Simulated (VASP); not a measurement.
# BN (I-4m2) in VASP: notebook

Runs on BN. Level: LDA. Tasks: single point.

Program: VASP 6.6.1. These are calculated values, not measurements. Logs are shortened: lines on timing, memory, paths and dates and some standing lists are left out, and cuts for length are marked.

## 1. The cell of the first run

The structure is tetragonal, space group I-4m2 (No. 119). Conventional cell: a = 2.556 Å, b = 2.556 Å, c = 3.651 Å, α = 90.00°, β = 90.00°, γ = 90.00°. Within 2.1 Å of B (site symmetry -4m2) lie 4 N at 1.57 Å. N (site symmetry -4m2) has 4 B at 1.57 Å within 2.1 Å.

## 2. Single point, LDA (zz strain of +1 %)

INCAR reads:

```
PREC = Accurate
ENCUT = 520
EDIFF = 1E-6
ISMEAR = -1
SIGMA = 0.02
LREAL = False
LASPH = True
NELM = 100
ALGO = Normal
ISIF = 2
LWAVE = False
LCHARG = False
NBANDS = 11
```

KPOINTS reads:

```
Automatic mesh
0
Gamma
  11 11 11
```

POSCAR reads:

```
BN
1.0
    0.0000000000      1.8075000000      1.8255750000
    1.8075000000      0.0000000000      1.8255750000
    1.8075000000      1.8075000000      0.0000000000
B N
1 1
Direct
    0.0000000000      0.0000000000      0.0000000000
    0.7500000000      0.7500000000      0.7500000000
```

Potentials or basis: VASP PAW LDA potentials, release 64 (B, N).

The run is started by

```bash
> cat potpaw_LDA.64/B/POTCAR potpaw_LDA.64/N/POTCAR > POTCAR
> mpirun -np 1 vasp_std > vasp.out
```

OUTCAR:

```text
PREC = Accurate
   ENCUT = 520
   EDIFF = 1E-6
   ISMEAR = -1
   LREAL = False
   LASPH = True
   NELM = 100
   ISIF = 2

 ion  position               nearest neighbor table
   1  0.000  0.000  0.000-   2 1.57   2 1.57   2 1.57   2 1.57
   2  0.750  0.750  0.750-   1 1.57   1 1.57   1 1.57   1 1.57

  LATTYP: Found a body centered tetragonal cell.
 ALAT       =     2.5561910140
 C/A-ratio  =     1.4283556980

  Lattice vectors:

 A1 = (  -1.8075000000,   0.0000000000,   1.8255750000)
 A2 = (   1.8075000000,   0.0000000000,   1.8255750000)
 A3 = (   0.0000000000,   1.8075000000,  -1.8255750000)

Analysis of symmetry for initial positions (statically):
=====================================================================
 Subroutine PRICEL returns:
 Original cell was already a primitive cell.

 Routine SETGRP: Setting up the symmetry group for a
 body centered tetragonal supercell.

 Subroutine GETGRP returns: Found  8 space group operations
 (whereof  8 operations were pure point group operations)
 out of a pool of 16 trial point group operations.

The static configuration has the point symmetry D_2d.

Analysis of symmetry for dynamics (positions and initial velocities):
=====================================================================
 Subroutine PRICEL returns:
 Original cell was already a primitive cell.

 Routine SETGRP: Setting up the symmetry group for a
 body centered tetragonal supercell.

 Subroutine GETGRP returns: Found  8 space group operations
 (whereof  8 operations were pure point group operations)
 out of a pool of 16 trial point group operations.

The dynamic configuration has the point symmetry D_2d.

 Subroutine INISYM returns: Found  8 space group operations
 (whereof  8 operations are pure point group operations),
 and found     1 'primitive' translations

----------------------------------------------------------------------------------------

                                     Primitive cell

  volume of cell :      11.9285

  direct lattice vectors                    reciprocal lattice vectors
     0.000000000  1.807500000  1.825575000    -0.276625173  0.276625173  0.273886310
     1.807500000  0.000000000  1.825575000     0.276625173 -0.276625173  0.273886310
     1.807500000  1.807500000  0.000000000     0.276625173  0.276625173 -0.273886310

  length of vectors
     2.569003762  2.569003762  2.556191014     0.477552807  0.477552807  0.477552807

  position of ions in fractional coordinates (direct lattice)
     0.000000000  0.000000000  0.000000000
     0.750000000  0.750000000  0.750000000

  ion indices of the primitive-cell ions
   primitive index   ion index
                 1           1
[... 78 lines left out ...]
   NFREE  =      0    steps in history (QN), initial steepest desc. (CG)
   ISIF   =      2    stress and relaxation
   ISYM   =      2    0-nonsym 1-usesym 2-fastsym
   POTIM  = 0.5000    time-step for ionic-motion
   TEBEG  =    0.0;   TEEND  =   0.0 temperature during run
   PSTRESS=    0.0 pullay stress
   NELECT =       8.0000    total number of electrons
   NUPDOWN=      -1.0000    fix difference up-down
   EMIN   =  10.00;   EMAX   =-10.00  energy-range for DOS
   EFERMI =   0.00;   METHOD = LEGACY
   ISMEAR =    -1;   SIGMA  =   0.02  broadening in eV -4-tet -1-fermi 0-gaus
   EFERMI_NEDOS =   21; number of points for ismear=-14 and -15
   IALGO  =     38    algorithm
   IMIX   =      4    mixing-type and parameters
     AMIX     =   0.40;   BMIX     =  1.00
     AMIX_MAG =   1.60;   BMIX_MAG =  1.00
  volume/ion in A,a.u.               =       5.96        40.25
  Fermi-wavevector in a.u.,A,eV,Ry     =   1.432989  2.707956 27.938969  2.053456
  Thomas-Fermi vector in A             =   2.552556
   LORBIT       =      0    0 simple, 1 ext, 2 COOP (PROOUT), +10 PAW based schemes
   GGA     = CA    functional components
   LHFCALC =     F    Hartree Fock is set to
   AEXX    =    0.0000 exact exchange contribution
   IVDW    =     0    specifies the selected vdW correction
   LEPSILON=     F    determine dielectric tensor
   LRPA    =     F    only Hartree local field effects (RPA)
 non-spin polarized calculation
  energy-cutoff  :      520.00
  volume of cell :       11.93
 maximum number of plane-waves:       331
   NGX =  9   NGY =  9   NGZ =  9

 number of electron       8.0000001 magnetization

 Free energy of the ion-electron system (eV)
  ---------------------------------------------------
  ext. energy  EPLUGINS =         0.00000000
  ---------------------------------------------------
  free energy    TOTEN  =       -19.39445623 eV

  energy without entropy =      -19.39445623  energy(sigma->0) =      -19.39445623

 E-fermi :   7.7043     XC(G=0): -13.0572

 val. band max:        7.2982244647   @ k =   0.0000   0.0000   0.0000
 cond. band min:      11.6449188874   @ k =   0.4545   0.0000   0.4545
 fundamental gap:      4.3466944227
 Fermi energy:         7.7042999239

 k-point     1 :       0.0000    0.0000    0.0000
  band No.  band energies     occupation
      1     -12.6921      2.00000
      2       7.1983      2.00000
      3       7.2982      2.00000
      4       7.2982      2.00000
      5      15.8791      0.00000
      6      15.8791      0.00000
      7      15.9492      0.00000
      8      17.5437      0.00000
      9      31.5685      0.00000
     10      34.6586      0.00000
     11      34.9160      0.00000
[... 309 lines left out ...]
 k-point    24 :      -0.1818    0.1818    0.0000
  band No.  band energies     occupation
      1     -10.6239      2.00000
      2       1.7518      2.00000
      3       3.4807      2.00000
      4       6.2955      2.00000
      5      17.6467      0.00000
      6      17.8335      0.00000
      7      18.1008      0.00000
      8      20.5069      0.00000
      9      28.4203      0.00000
     10      29.2339      0.00000
     11      33.7537      0.00000

 [... further k-points ...]
[... 5 lines left out ...]
  --------------------------------------------------------------------------------------
  -------------------------------------------------------------------------------------
  Total       -0.8624971     -0.8624971     -1.3203209      0.0000000     -0.0000000      0.0000000
  in kB     -115.8462326   -115.8462326   -177.3388104      0.0000000     -0.0000000      0.0000000
  external PRESSURE =    -136.3437586 kB  Pullay stress =       0.0000000 kB

 VOLUME and BASIS-vectors are now :
 -----------------------------------------------------------------------------
  energy-cutoff  :      520.00
  volume of cell :       11.93
      direct lattice vectors                 reciprocal lattice vectors
     0.000000000  1.807500000  1.825575000    -0.276625173  0.276625173  0.273886310
     1.807500000  0.000000000  1.825575000     0.276625173 -0.276625173  0.273886310
     1.807500000  1.807500000  0.000000000     0.276625173  0.276625173 -0.273886310

 POSITION                                       TOTAL-FORCE (eV/Angst)
 -----------------------------------------------------------------------------------
      0.00000      0.00000      0.00000        -0.000000     -0.000000     -0.000000
      2.71125      2.71125      2.73836         0.000000      0.000000      0.000000
 -----------------------------------------------------------------------------------
    total drift:                               -0.000000     -0.000000      0.000001

  FREE ENERGIE OF THE ION-ELECTRON SYSTEM (eV)
  ---------------------------------------------------
  free  energy   TOTEN  =       -19.3944562290 eV

  energy  without entropy=      -19.3944562290  energy(sigma->0) =      -19.39445623
```

stdout:

```text
POSCAR found type information on POSCAR B N
 POSCAR found :  2 types and       2 ions
 scaLAPACK will be used
 LDA part: xc-table for (Slater(with rela. corr.)+CA(PZ))
 , standard interpolation
 POSCAR, INCAR and KPOINTS ok, starting setup
 FFT: planning ... GRIDC
 FFT: planning ... GRID_SOFT
 FFT: planning ... GRID
 WAVECAR not read
 entering main loop
```

It took 13 s on 1 thread of Intel Xeon Platinum 8488C (Sapphire Rapids), shared host; peak memory 0.12 GiB.

What came out:

```yaml
Free_energy: -19.3945 eV
Pressure: -13.6 GPa
Band_gap_on_the_k_mesh: 4.35 eV, indirect (least direct gap 8.58 eV)
```

Stress tensor (GPa, compression positive):
```
-11.58   0.00   0.00
  0.00 -11.58   0.00
  0.00   0.00 -17.73
```

Caveat: the cell differs from its parent crystal (zz strain of +1 %). A k mesh can miss the band edges.

## 3. Single point, LDA (zz strain of +2 %)

INCAR reads:

```
PREC = Accurate
ENCUT = 520
EDIFF = 1E-7
ISMEAR = -1
SIGMA = 0.02
LREAL = False
LASPH = True
NELM = 60
ALGO = Normal
ISIF = 2
LWAVE = False
LCHARG = False
GGA = CA
NBANDS = 11
```

KPOINTS is that of step 2.

POSCAR reads:

```
BN
1.0
    0.0000000000      1.8075000000      1.8436500000
    1.8075000000      0.0000000000      1.8436500000
    1.8075000000      1.8075000000      0.0000000000
B N
1 1
Direct
    0.0000000000      0.0000000000      0.0000000000
    0.7500000000      0.7500000000      0.7500000000
```

Potentials or basis: VASP PAW LDA potentials, release 64 (B, N).

The run is started by

```bash
> cat potpaw_LDA.64/B/POTCAR potpaw_LDA.64/N/POTCAR > POTCAR
> mpirun -np 1 vasp_std > vasp.out
```

Run time: 16 s. Hardware: 1 thread of Intel Xeon Platinum 8488C (Sapphire Rapids), shared host; peak memory 0.12 GiB.

Results (log left out):

```
Free energy            : -19.3788 eV
Pressure               : -17.1 GPa
Band gap on the k mesh : 4.25 eV, indirect (least direct gap 8.48 eV)
```

Stress tensor (GPa, compression positive):
```
-12.98   0.00   0.00
  0.00 -12.98   0.00
  0.00   0.00 -25.26
```

Levels at points of the mesh, in eV from the valence-band top:
| k point | band 2 | band 3 | band 4 | band 5 | band 6 | band 7 |
| --- | --- | --- | --- | --- | --- | --- |
| (0.00, 0.00, 0.00) | -0.20 | 0.00 | 0.00 | 8.48 | 8.48 | 8.62 |

Caveat: the cell differs from its parent crystal (zz strain of +2 %).

[end of part 1 of 2]
